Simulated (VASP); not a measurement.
# Si4O7 (a cell with a defect) in VASP: notebook

Si4O7 (a cell with a defect) is run at these levels: PBE; tasks: single point.

Everything below comes from runs of VASP 6.6.1. Logs are shortened: lines on timing, memory, paths and dates and some standing lists are left out, and cuts for length are marked.

### 1 The cell of the first run

The cell holds a defect, 11 atoms: a = 5.080 Å, b = 5.080 Å, c = 7.091 Å, α = 90.00°, β = 90.00°, γ = 90.00°.

### 2 Single point, PBE

The input, INCAR:

```
PREC     = Accurate       # precision mode
ENCUT    = 520            # plane-wave cutoff, eV
EDIFF    = 1E-7           # SCF threshold, eV
ISMEAR   = 0              # smearing method
SIGMA    = 0.05           # smearing width, eV
LREAL    = F              # projectors in reciprocal space
LASPH    = T              # aspherical terms in the spheres
NELM     = 100            # most SCF steps
ALGO     = Normal         # electronic algorithm
ISIF     = 2              # what is computed and relaxed
LWAVE    = F              # write WAVECAR
LCHARG   = F              # write CHGCAR
GGA      = PE             # functional
NBANDS   = 40             # bands
```

The input, KPOINTS:

```
regular mesh
0
Gamma
  4 4 4
```

The input, POSCAR:

```
Si4O7
1.0
    5.0799801732      0.0000000000      0.0000000000
    0.0000000000      5.0799801732      0.0000000000
    0.0000000000      0.0000000000      7.0914769300
Si O
4 7
Direct
    0.2944292339      0.2944292339      0.0000000000
    0.2055707661      0.7944292339      0.2500000000
    0.7055707661      0.7055707661      0.5000000000
    0.7944292339      0.2055707661      0.7500000000
    0.4053663613      0.7409644515      0.4248320116
    0.7590355485      0.9053663613      0.6748320116
    0.5946336387      0.2590355485      0.9248320116
    0.7409644515      0.4053663613      0.5751679884
    0.8634166000      0.7170857872      0.3439599854
    0.2590355485      0.5946336387      0.0751679884
    0.0946336387      0.2409644515      0.8251679884
```

Potentials or basis: VASP PAW PBE potentials, release 64 (Si, O).

Run with:

```sh
cat potpaw_PBE.64/Si/POTCAR potpaw_PBE.64/O/POTCAR > POTCAR
mpirun -np 1 vasp_std > vasp.out
```

OUTCAR:

```text
PREC = Accurate
   ENCUT = 520
   EDIFF = 1E-7
   ISMEAR = 0
   LREAL = F
   LASPH = T
   NELM = 100
   ISIF = 2
   GGA = PE

 ion  position               nearest neighbor table
   1  0.294  0.294  0.000-  11 1.63  10 1.63   7 1.63   4 3.13   2 3.13   2 3.13   4 3.13
   2  0.206  0.794  0.250-   5 1.63  10 1.63   9 1.90   3 3.13   1 3.13   1 3.13   3 3.13
   3  0.706  0.706  0.500-   9 1.37   6 1.63   8 1.63   5 1.63   2 3.13   4 3.13   4 3.13   2 3.13

   4  0.794  0.206  0.750-   7 1.63   8 1.63   6 1.63  11 1.63   1 3.13   3 3.13   3 3.13   1 3.13

   5  0.405  0.741  0.425-   2 1.63   3 1.63
   6  0.759  0.905  0.675-   3 1.63   4 1.63
   7  0.595  0.259  0.925-   4 1.63   1 1.63
   8  0.741  0.405  0.575-   4 1.63   3 1.63
   9  0.863  0.717  0.344-   3 1.37   2 1.90
  10  0.259  0.595  0.075-   2 1.63   1 1.63
  11  0.095  0.241  0.825-   1 1.63   4 1.63

  LATTYP: Found a simple tetragonal cell.
 ALAT       =     5.0799801732
 C/A-ratio  =     1.3959654739

  Lattice vectors:

 A1 = (   5.0799801732,   0.0000000000,   0.0000000000)
 A2 = (   0.0000000000,   5.0799801732,   0.0000000000)
 A3 = (   0.0000000000,   0.0000000000,   7.0914769300)

Analysis of symmetry for initial positions (statically):
=====================================================================
 Subroutine PRICEL returns:
 Original cell was already a primitive cell.

 Routine SETGRP: Setting up the symmetry group for a
 simple tetragonal supercell.

 Subroutine GETGRP returns: Found  1 space group operations
 (whereof  1 operations were pure point group operations)
 out of a pool of 16 trial point group operations.

The static configuration has the point symmetry C_1 .

Analysis of symmetry for dynamics (positions and initial velocities):
=====================================================================
 Subroutine PRICEL returns:
 Original cell was already a primitive cell.

 Routine SETGRP: Setting up the symmetry group for a
 simple tetragonal supercell.

 Subroutine GETGRP returns: Found  1 space group operations
 (whereof  1 operations were pure point group operations)
 out of a pool of 16 trial point group operations.

The dynamic configuration has the point symmetry C_1 .

 Subroutine INISYM returns: Found  1 space group operations
 (whereof  1 operations are pure point group operations),
 and found     1 'primitive' translations

----------------------------------------------------------------------------------------

                                     Primitive cell

  volume of cell :     183.0041

  direct lattice vectors                    reciprocal lattice vectors
     5.079980173  0.000000000  0.000000000     0.196851162  0.000000000  0.000000000
     0.000000000  5.079980173  0.000000000     0.000000000  0.196851162  0.000000000
     0.000000000  0.000000000  7.091476930     0.000000000  0.000000000  0.141014349

  length of vectors
     5.079980173  5.079980173  7.091476930     0.196851162  0.196851162  0.141014349

  position of ions in fractional coordinates (direct lattice)
     0.294429234  0.294429234  0.000000000
     0.205570766  0.794429234  0.250000000
     0.705570766  0.705570766  0.500000000
     0.794429234  0.205570766  0.750000000
     0.405366361  0.740964451  0.424832012
     0.759035549  0.905366361  0.674832012
     0.594633639  0.259035549  0.924832012
     0.740964451  0.405366361  0.575167988
     0.863416600  0.717085787  0.343959985
     0.259035549  0.594633639  0.075167988
     0.094633639  0.240964451  0.825167988

  ion indices of the primitive-cell ions
   primitive index   ion index
                 1           1
                 2           2
                 3           3
                 4           4
                 5           5
                 6           6
                 7           7
                 8           8
                 9           9
                10          10
                11          11

----------------------------------------------------------------------------------------

 KPOINTS: regular mesh

Automatic generation of k-mesh.
 Grid dimensions read from file:
 generate k-points for:    4    4    4

 Generating k-lattice:

  Cartesian coordinates                     Fractional coordinates (reciprocal lattice)
     0.049212790  0.000000000  0.000000000     0.250000000  0.000000000  0.000000000
     0.000000000  0.049212790  0.000000000     0.000000000  0.250000000  0.000000000
     0.000000000  0.000000000  0.035253587     0.000000000  0.000000000  0.250000000

  Length of vectors
     0.049212790  0.049212790  0.035253587

  Shift w.r.t. Gamma in fractional coordinates (k-lattice)
     0.000000000  0.000000000  0.000000000

 Subroutine IBZKPT returns following result:
 ===========================================

 Found     36 irreducible k-points:

 Following reciprocal coordinates:
            Coordinates               Weight
  0.000000  0.000000  0.000000      1.000000
  0.250000  0.000000  0.000000      2.000000
  0.000000  0.250000  0.000000      2.000000
  0.500000  0.000000  0.000000      1.000000
  0.000000  0.500000  0.000000      1.000000
  0.250000  0.250000  0.000000      2.000000
[... 16 lines left out ...]
 -0.250000  0.500000  0.250000      2.000000
  0.500000 -0.250000  0.250000      2.000000
 [... further k-points ...]
   k-points           NKPTS =     36   k-points in BZ     NKDIM =     36   number of bands    NBANDS=     40
   number of dos      NEDOS =    301   number of ions     NIONS =     11
   total plane-waves  NPLWV =  86400
   dimension x,y,z NGX =    40 NGY =   40 NGZ =   54
   dimension x,y,z NGXF=    80 NGYF=   80 NGZF=  108
   ions per type =               4   7
   NGX,Y,Z   is equivalent  to a cutoff of  13.09, 13.09, 12.66 a.u.
   NGXF,Y,Z  is equivalent  to a cutoff of  26.18, 26.18, 25.32 a.u.
 SYSTEM =  unknown system
   PREC   = accura    normal or accurate (medium, high low for compatibility)
   ISTART =      0    job   : 0-new  1-cont  2-samecut
   ICHARG =      2    charge: 1-file 2-atom 10-const
   ISPIN  =      1    spin polarized calculation?
   LNONCOLLINEAR =      F non collinear calculations
   LSORBIT =      F    spin-orbit coupling
   LASPH  =      T    aspherical Exc in radial PAW
   ENCUT  =  520.0 eV  38.22 Ry    6.18 a.u.   9.45  9.45 13.19*2*pi/ulx,y,z
   NELM   =    100;   NELMIN=  2; NELMDL= -5     # of ELM steps
   EDIFF  = 0.1E-06   stopping-criterion for ELM
   LREAL  =      F    real-space projection
   EDIFFG = 0.1E-05   stopping-criterion for IOM
   NSW    =      0    number of steps for IOM
   IBRION =     -1    ionic relax: 0-MD 1-quasi-New 2-CG
   NFREE  =      0    steps in history (QN), initial steepest desc. (CG)
   ISIF   =      2    stress and relaxation
   ISYM   =      2    0-nonsym 1-usesym 2-fastsym
   POTIM  = 0.5000    time-step for ionic-motion
   TEBEG  =    0.0;   TEEND  =   0.0 temperature during run
   PSTRESS=    0.0 pullay stress
   NELECT =      58.0000    total number of electrons
   NUPDOWN=      -1.0000    fix difference up-down
   EMIN   =  10.00;   EMAX   =-10.00  energy-range for DOS
   EFERMI =   0.00;   METHOD = LEGACY
   ISMEAR =     0;   SIGMA  =   0.05  broadening in eV -4-tet -1-fermi 0-gaus
   EFERMI_NEDOS =   21; number of points for ismear=-14 and -15
   IALGO  =     38    algorithm
   IMIX   =      4    mixing-type and parameters
     AMIX     =   0.40;   BMIX     =  1.00
     AMIX_MAG =   1.60;   BMIX_MAG =  1.00
  volume/ion in A,a.u.               =      16.64       112.27
  Fermi-wavevector in a.u.,A,eV,Ry     =   1.116171  2.109257 16.950639  1.245837
  Thomas-Fermi vector in A             =   2.252782
   LORBIT       =      0    0 simple, 1 ext, 2 COOP (PROOUT), +10 PAW based schemes
   GGA     = PE    functional components
   LHFCALC =     F    Hartree Fock is set to
   AEXX    =    0.0000 exact exchange contribution
   IVDW    =     0    specifies the selected vdW correction
   LEPSILON=     F    determine dielectric tensor
   LRPA    =     F    only Hartree local field effects (RPA)
 non-spin polarized calculation
 Gauss-broadening in eV      SIGMA  =   0.05
  energy-cutoff  :      520.00
  volume of cell :      183.00
 maximum number of plane-waves:      4954
 NGX is ok and might be reduce to    40
   NGX = 19   NGY = 19   NGZ = 27

 number of electron      57.9999989 magnetization

 Free energy of the ion-electron system (eV)
  ---------------------------------------------------
  ext. energy  EPLUGINS =         0.00000000
  ---------------------------------------------------
  free energy    TOTEN  =       -81.35073220 eV

  energy without entropy =      -81.35073220  energy(sigma->0) =      -81.35073220

 E-fermi :   1.3046     XC(G=0):  -7.8952

 val. band max:        1.0822954597   @ k =   0.5000   0.5000   0.5000
 cond. band min:       3.5350272084   @ k =   0.0000   0.5000   0.0000
 fundamental gap:      2.4527317487
 Fermi energy:         1.3045719646

 k-point     1 :       0.0000    0.0000    0.0000
  band No.  band energies     occupation
      1     -19.8072      2.00000
      2     -19.2023      2.00000
      3     -18.8537      2.00000
      4     -18.0105      2.00000
      5     -17.9331      2.00000
      6     -17.8343      2.00000
[... 32 lines left out ...]
     39      10.1022      0.00000
     40      10.2774      0.00000

 k-point     2 :       0.2500    0.0000    0.0000
  band No.  band energies     occupation
      1     -19.6976      2.00000
      2     -19.1416      2.00000
      3     -18.8883      2.00000
      4     -18.1855      2.00000
      5     -17.9501      2.00000
      6     -17.8719      2.00000
[... 935 lines left out ...]
     39       9.9814      0.00000
     40      10.3378      0.00000

 k-point    24 :       0.5000   -0.2500    0.2500
  band No.  band energies     occupation
      1     -19.4184      2.00000
      2     -19.2171      2.00000
      3     -18.8319      2.00000
      4     -18.4547      2.00000
      5     -18.0258      2.00000
      6     -17.8552      2.00000
[... 32 lines left out ...]
     39       9.7666      0.00000
     40      10.0964      0.00000

 [... further k-points ...]

------------------------ aborting loop because EDIFF is reached ----------------------------------------

  FORCE on cell =-STRESS in cart. coord.  units (eV):
  Direction    XX          YY          ZZ          XY          YZ          ZX
  --------------------------------------------------------------------------------------
  -------------------------------------------------------------------------------------
  Total        5.4183483     -2.1331795     13.3793412     -1.0206596      2.3772819     -8.9973514
  in kB       47.4369514    -18.6757157    117.1344341     -8.9357455     20.8128009    -78.7706697
  external PRESSURE =      48.6318899 kB  Pullay stress =       0.0000000 kB

 VOLUME and BASIS-vectors are now :
 -----------------------------------------------------------------------------
  energy-cutoff  :      520.00
  volume of cell :      183.00
      direct lattice vectors                 reciprocal lattice vectors
     5.079980173  0.000000000  0.000000000     0.196851162  0.000000000  0.000000000
     0.000000000  5.079980173  0.000000000     0.000000000  0.196851162  0.000000000
     0.000000000  0.000000000  7.091476930     0.000000000  0.000000000  0.141014349

 POSITION                                       TOTAL-FORCE (eV/Angst)
 -----------------------------------------------------------------------------------
      1.49569      1.49569      0.00000        -0.253191     -1.864342      0.650883
      1.04430      4.03568      1.77287        -1.786967      1.513241      0.333448
      3.58429      3.58429      3.54574        -8.552675     -1.117420     12.022369
      4.03568      1.04430      5.31861        -0.231137     -0.074921     -0.767988
      2.05925      3.76408      3.01269        -1.896544      0.225248     -0.041139
      3.85589      4.59924      4.78556        -0.007159      0.299233      0.378696
      3.02073      1.31590      6.55842        -0.199421      0.056345      0.476906
      3.76408      2.05925      4.07879        -0.328923     -1.045807      1.274260
      4.38614      3.64278      2.43918        13.334090      2.322808    -14.635831
      1.31590      3.02073      0.53305        -0.223963     -0.366799      0.177446
      0.48074      1.22409      5.85166         0.145890      0.052413      0.130948
 -----------------------------------------------------------------------------------
    total drift:                               -0.000027     -0.000240      0.000445

  FREE ENERGIE OF THE ION-ELECTRON SYSTEM (eV)
  ---------------------------------------------------
  free  energy   TOTEN  =       -81.3507321960 eV

  energy  without entropy=      -81.3507321960  energy(sigma->0) =      -81.35073220
```

Wall time 2.3 min (1 thread of Intel Xeon 6975P-C (Granite Rapids), shared host); peak memory 0.38 GiB.

Results:

```yaml
Free_energy: -81.3507 eV
Pressure: 4.9 GPa
Largest_force: 19.935 eV/Å
Band_gap_on_the_k_mesh: 2.45 eV
```

Forces on the atoms (eV/Å):
```
Si   -0.253  -1.864   0.651
Si   -1.787   1.513   0.333
Si   -8.553  -1.117  12.022
Si   -0.231  -0.075  -0.768
O    -1.897   0.225  -0.041
O    -0.007   0.299   0.379
O    -0.199   0.056   0.477
O    -0.329  -1.046   1.274
O    13.334   2.323 -14.636
O    -0.224  -0.367   0.177
O     0.146   0.052   0.131
```

Stress tensor (GPa, compression positive):
```
 4.74 -0.89 -7.88
-0.89 -1.87  2.08
-7.88  2.08 11.71
```

Caveat: the cell differs from its parent crystal (atoms taken out, atom 9 moved -0.125 of the way to it and +0.000 Å across, host rigid).

### 3 Single point, PBE

The input, INCAR:

```
SYSTEM = Si4O7
PREC = Accurate ; ENCUT = 520
EDIFF = 1E-6 ; ISMEAR = 0
SIGMA = 0.05 ; LREAL = .FALSE.
LASPH = .TRUE. ; NELM = 100
ALGO = Normal ; ISIF = 2
LWAVE = .FALSE. ; LCHARG = .FALSE.
GGA = PE ; NBANDS = 40
```

The input, KPOINTS:

```
Automatic mesh
0
G
  4 4 4
  0 0 0
```

Changes to POSCAR since step 2:

```diff
@@ -16,3 +16,3 @@
     0.7409644515      0.4053663613      0.5751679884
-    0.8634166000      0.7170857872      0.3439599854
+    0.9473161225      0.8009853098      0.3063759913
     0.2590355485      0.5946336387      0.0751679884
```

Potentials or basis: VASP PAW PBE potentials, release 64 (Si, O).

Run with:

```sh
cat potpaw_PBE.64/Si/POTCAR potpaw_PBE.64/O/POTCAR > POTCAR
mpirun -np 1 vasp_std > vasp.out
```

It took 2.1 min on 1 thread of Intel Xeon 6975P-C (Granite Rapids), shared host; peak memory 0.38 GiB.

The run converged. Its results:

| Property | Result |
| --- | --- |
| Free energy | -81.4055 eV |
| Pressure | 4.0 GPa |
| Largest force | 19.236 eV/Å |
| Band gap on the k mesh | 2.40 eV |

Forces in eV/Å, atoms in the order of the input:
```
Si   -0.349  -2.406   2.159
Si   14.444   2.287  -6.657
Si    1.064   0.858  -1.197
Si    0.329   0.037   0.877
O     1.419  -0.221   0.468
O     0.071  -0.376  -0.637
O     0.675   0.129  -0.665
O     0.168   0.689  -0.909
O   -17.643  -0.860   7.616
O     0.287  -0.226  -0.218
O    -0.467   0.089  -0.837
```

Stress tensor (GPa, compression positive):
```
16.65 -2.53 -1.99
-2.53 -3.28  4.53
-1.99  4.53 -1.28
```

Levels at points of the mesh, in eV from the valence-band top:
| k point | band 26 | band 27 | band 28 | band 29 | band 30 | band 31 | band 32 | band 33 |
| --- | --- | --- | --- | --- | --- | --- | --- | --- |
| (0.00, 0.00, 0.00) | -3.63 | -3.43 | -2.94 | -1.22 | 3.09 | 4.07 | 5.02 | 5.26 |
| (0.50, 0.00, 0.00) | -3.79 | -3.56 | -3.39 | -0.92 | 3.29 | 3.96 | 5.04 | 5.56 |
| (0.00, 0.50, 0.00) | -3.66 | -3.47 | -3.13 | -0.06 | 2.40 | 4.30 | 5.06 | 5.26 |
| (0.50, 0.50, 0.00) | -3.88 | -3.48 | -3.21 | -0.08 | 2.88 | 4.22 | 4.56 | 5.35 |
| (0.00, 0.00, 0.50) | -3.57 | -3.46 | -3.17 | -0.95 | 2.58 | 4.59 | 4.91 | 5.01 |
| (0.50, 0.00, 0.50) | -3.83 | -3.46 | -3.20 | -1.04 | 3.64 | 4.02 | 4.83 | 5.12 |
| (0.00, 0.50, 0.50) | -3.73 | -3.48 | -2.93 | -0.15 | 2.63 | 4.20 | 4.73 | 5.65 |
| (0.50, 0.50, 0.50) | -3.81 | -3.63 | -3.28 | 0.00 | 2.86 | 4.19 | 4.96 | 5.30 |

Caveat: the cell differs from its parent crystal (atoms taken out, atom 9 moved 0.125 of the way to it and +0.000 Å across, host rigid).

### 4 Single point, PBE

The input, INCAR:

```
PREC     = Accurate       # precision mode
ENCUT    = 520            # plane-wave cutoff, eV
EDIFF    = 1E-6           # SCF threshold, eV
ISMEAR   = 0              # smearing method
SIGMA    = 0.05           # smearing width, eV
LREAL    = False          # projectors in reciprocal space
LASPH    = True           # aspherical terms in the spheres
NELM     = 100            # most SCF steps
ALGO     = Normal         # electronic algorithm
ISIF     = 2              # what is computed and relaxed
LWAVE    = False          # write WAVECAR
LCHARG   = True           # write CHGCAR
GGA      = PE             # functional
LELF     = True           # ELF
LVHAR    = True         
NBANDS   = 40             # bands
```

The input, KPOINTS:

```
Automatic mesh
0
Gamma
  4 4 4
```

Changes to POSCAR since step 3:

```diff
@@ -16,3 +16,3 @@
     0.7409644515      0.4053663613      0.5751679884
-    0.9473161225      0.8009853098      0.3063759913
+    0.8501725849      0.9361171732      0.3498928319
     0.2590355485      0.5946336387      0.0751679884
```

Run with:

```sh
cat potpaw_PBE.64/Si/POTCAR potpaw_PBE.64/O/POTCAR > POTCAR
mpirun -np 1 vasp_std > vasp.out
```

It took 1.9 min on 1 thread of Intel Xeon 6975P-C (Granite Rapids), shared host; peak memory 0.37 GiB.

The run converged. Its results:

```
Free energy            : -80.9298 eV
Pressure               : -2.7 GPa
Largest force          : 5.911 eV/Å
Band gap on the k mesh : 1.92 eV
```

Forces in eV/Å, atoms in the order of the input:
```
Si  -0.196 -2.990  1.166
Si  -1.220  4.771 -0.519
Si   0.407  3.103 -0.171
Si   0.191 -1.076  0.068
O   -1.674 -0.834 -0.152
O   -0.415 -0.047  2.003
O    0.189  0.401 -0.170
O    0.214  0.962 -0.977
O    3.267 -4.680 -1.538
O   -0.631  0.130  0.623
O   -0.131  0.260 -0.332
```

Stress tensor (GPa, compression positive):
```
-1.99  0.99  1.60
 0.99 -7.14  4.30
 1.60  4.30  1.01
```

Levels at points of the mesh, in eV from the valence-band top:
```tsv
k point	band 25	band 26	band 27	band 28	band 29	band 30	band 31	band 32	band 33	band 34
(0.00, 0.00, 0.00)	-3.07	-2.95	-2.57	-1.52	-0.96	2.23	3.40	4.77	5.21	6.03
(0.50, 0.00, 0.00)	-3.29	-3.02	-2.74	-1.68	-0.84	2.56	3.40	4.62	5.30	6.13
(0.00, 0.50, 0.00)	-3.18	-3.05	-2.77	-1.55	0.00	1.92	3.48	4.78	5.29	5.47
(0.50, 0.50, 0.00)	-3.29	-3.06	-2.88	-1.60	-0.03	2.26	3.32	4.58	5.16	5.62
(0.00, 0.00, 0.50)	-3.08	-2.81	-2.66	-1.59	-0.77	2.06	3.74	4.09	5.69	5.86
(0.50, 0.00, 0.50)	-3.40	-2.98	-2.64	-1.65	-0.92	2.67	3.40	4.84	5.15	5.90
(0.00, 0.50, 0.50)	-3.07	-3.03	-2.76	-1.51	-0.09	2.05	3.35	4.79	5.05	5.74
(0.50, 0.50, 0.50)	-3.12	-3.10	-2.95	-1.66	0.00	2.26	3.35	4.79	5.22	5.48
```

Caveat: the cell differs from its parent crystal (atoms taken out, atom 9 moved 0.125 of the way to it and +0.900 Å across, host rigid).

### 5 The runs side by side

| cell | gap on the mesh (eV) | pressure (GPa) | largest force (eV/Å) |
| --- | --- | --- | --- |
| as given, atomic positions A | 2.45 | 4.9 | 19.93 |
| as given, atomic positions B | 2.40 | 4.0 | 19.24 |
| as given, atomic positions C | 1.92 | -2.7 | 5.91 |

Alike in all rows: task single point; level PBE; potentials or basis VASP PAW PBE potentials, release 64 (Si, O); no spin polarisation; k mesh 4 × 4 × 4; cutoff (eV) 520; smearing gaussian 0.05 eV.

Absolute energies hang on the potentials; compare differences alone.
